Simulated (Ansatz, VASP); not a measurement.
## As in VASP and in Ansatz

The input POSCAR:

```
As
1.0
    2.8612181635      0.7153045409      0.7153045409
    0.7153045409      2.8612181635      0.7153045409
    0.7153045409      0.7153045409      2.8612181635
As
1
Direct
    0.5000000000      0.5000000000      0.5000000000
```

File INCAR.step1:

```
PREC = Accurate ; ENCUT = 520
ISMEAR = 0 ; SIGMA = 0.15
LREAL = F ; LASPH = T
NELM = 60 ; NBANDS = 8
GGA = PE ; ALGO = Normal
EDIFF = 1E-4 ; LWAVE = T
LCHARG = F
```

File INCAR.step2:

```
PREC = Accurate ; ENCUT = 520
EDIFF = 1E-6 ; ISMEAR = 0
SIGMA = 0.15 ; LREAL = F
LASPH = T ; NELM = 60
ALGO = Normal ; ISIF = 2
LWAVE = F ; LCHARG = T
METAGGA = R2SCAN ; LMIXTAU = T
LELF = T ; LVHAR = T
NBANDS = 8 ; ISTART = 1
```

The input KPOINTS:

```
Automatic mesh
0
Gamma
  20 20 20
```

Input for Ansatz:

```yaml
crystal:
  lattice:
    - [2.8612181635, 0.7153045409, 0.7153045409]
    - [0.7153045409, 2.8612181635, 0.7153045409]
    - [0.7153045409, 0.7153045409, 2.8612181635]
  atoms:
    - { symbol: As, position: [0.5, 0.5, 0.5] }
basis:
  ecutwfc: 500
kpoints:
  mp_grid: { grid: [20, 20, 20] }
hamiltonian:
  xc: r2scan
scf:
  occupations: { method: gaussian, width: 0.15 }
output:
  forces: true
  stress: true
  eigenvalues: true
```

Alike in both runs: task single point; functional r2SCAN; k mesh 20 × 20 × 20; occupations gaussian, width 0.15 eV; no spin polarisation.

|  | VASP | Ansatz |
| --- | --- | --- |
| version | VASP 6.6.1 | Ansatz 0.2.0 |
| potentials or method | VASP PAW PBE potentials, release 64 (As), cutoff 520 eV | scalar-relativistic, plane waves, PAW |
| valence electrons in the cell | 5 | 15 |

Ansatz gave:

- gap on the k mesh at the Fermi level (eV): none
- pressure (GPa): -2.8

Question: What did VASP give for the same quantities?

Answer: gap on the k mesh at the Fermi level (eV): none; pressure (GPa): -2.9.

VASP's potentials were made for PBE, not for r2SCAN. A gap of «none» marks a metal or a gap that the smearing closes. The functional is the same, so the differences come from potentials, cutoffs and numerics. VASP's potentials hold 5 valence electrons a cell and Ansatz's 15, so a difference there can come from the potentials and not from the codes.
